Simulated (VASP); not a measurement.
**Au: single point with PBEsol**

Au:

```xyz
1
Lattice="0.0000 2.0412 2.0412 2.0412 0.0000 2.0412 2.0412 2.0412 0.0000" Properties=species:S:1:pos:R:3 pbc="T T T"
Au    0.0000    0.0000    0.0000
```

| Item | Value |
| --- | --- |
| Program | VASP 6.6.1 |
| Task | single point |
| Functional | PBEsol |
| Potentials or basis | VASP PAW PBE potentials, release 64 (Au) |
| Cutoff | 500 eV |
| k mesh | 9 × 9 × 9 |
| Occupations | fermi-dirac, width 0.05 eV |
| Spin | no spin polarisation |

```json
{
  "Pressure": "-0.3 GPa",
  "Band gap on the k mesh": "zero (an odd number of electrons rules out a gap without spin polarisation)"
}
```

Levels at points of the mesh, in eV from the Fermi level:
| k point | band 2 | band 3 | band 4 | band 5 | band 6 | band 7 | band 8 | band 9 | band 10 | band 11 |
| --- | --- | --- | --- | --- | --- | --- | --- | --- | --- | --- |
| (0.00, 0.00, 0.00) | -4.65 | -4.65 | -4.65 | -3.12 | -3.12 | 14.53 | 18.53 | 18.53 | 18.53 | 23.40 |

It took 6.6 s on 1 thread of Intel(R) Xeon(R) Platinum 8375C CPU @ 2.90GHz (Ice Lake) (shared host), peak memory 0.14 GiB.

Caveat: the PAW data sets were made with another functional, which shifts forces and pressure a little; spin-orbit coupling is left out, which moves the levels of the heavy elements.
